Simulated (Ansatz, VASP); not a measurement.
## One calculation of AlN, two programs

```xyz
4
Lattice="3.0650 0.0000 0.0000 -1.5325 2.6543 0.0000 0.0000 0.0000 4.8889" Properties=species:S:1:pos:R:3 pbc="T T T"
Al    1.5325    0.8848    2.4374
Al    0.0000    1.7696    4.8818
N     1.5325    0.8848    4.3093
N     0.0000    1.7696    1.8649
```

Alike in both runs: task single point; functional PBE; k mesh 12 × 12 × 6; occupations gaussian, width 0.02 eV; no spin polarisation.

|  | VASP | Ansatz |
| --- | --- | --- |
| version | VASP 6.6.1 | Ansatz 0.2.0 |
| potentials or method | VASP PAW PBE potentials, release 64 (Al, N), cutoff 520 eV | scalar-relativistic, plane waves, PAW |
| valence electrons in the cell | 16 | 16 |

|  | VASP | Ansatz | Ansatz less VASP |
| --- | --- | --- | --- |
| gap on the k mesh at the Fermi level (eV) | 4.62 | 4.60 | -0.013 |
| least direct gap on the mesh (eV) | 4.62 | 4.60 | -0.013 |
| pressure (GPa) | 14.8 | 15.0 | +0.22 |
| traceless stress, the component that is largest in VASP (GPa) | 0.09 | 0.04 | -0.050 |
| rms of the force components (eV/Å) | 0.003 | 0.004 | +0.0004 |

Atom by atom the forces differ by 0.000 eV/Å (rms over components).
